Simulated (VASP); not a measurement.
A run of VASP 6.6.1 is set up as follows.

The input INCAR:

```
  ALGO = Fast
  EDIFF = 1E-7
  ENCUT = 520
  GGA = PE
  ISIF = 2
  ISMEAR = 0
  LASPH = True
  LCHARG = False
  LREAL = False
  LWAVE = False
  NBANDS = 13
  NELM = 80
  PREC = Accurate
  SIGMA = 0.05
```

The input KPOINTS:

```
k-points
0
Gamma
  8 8 8
```

POSCAR

```
Mo
1.0
   -1.5881451298      1.5881451298      1.5881451298
    1.5881451298     -1.5881451298      1.5881451298
    1.5881451298      1.5881451298     -1.5881451298
Mo
1
Direct
    0.0000000000      0.0000000000      0.0000000000
```

Potentials or basis: VASP PAW PBE potentials, release 64 (Mo_sv).

Launch:

```console
$ cat potpaw_PBE.64/Mo_sv/POTCAR > POTCAR
$ mpirun -np 1 vasp_std > vasp.out
```

**Question.** Estimate the pressure.

**Answer.** -2.6 GPa.

**Question.** Predict the band gap on the k mesh.

**Answer.** Zero (band 7 reaches 16.03 eV, above the bottom of band 8 at 10.88 eV).
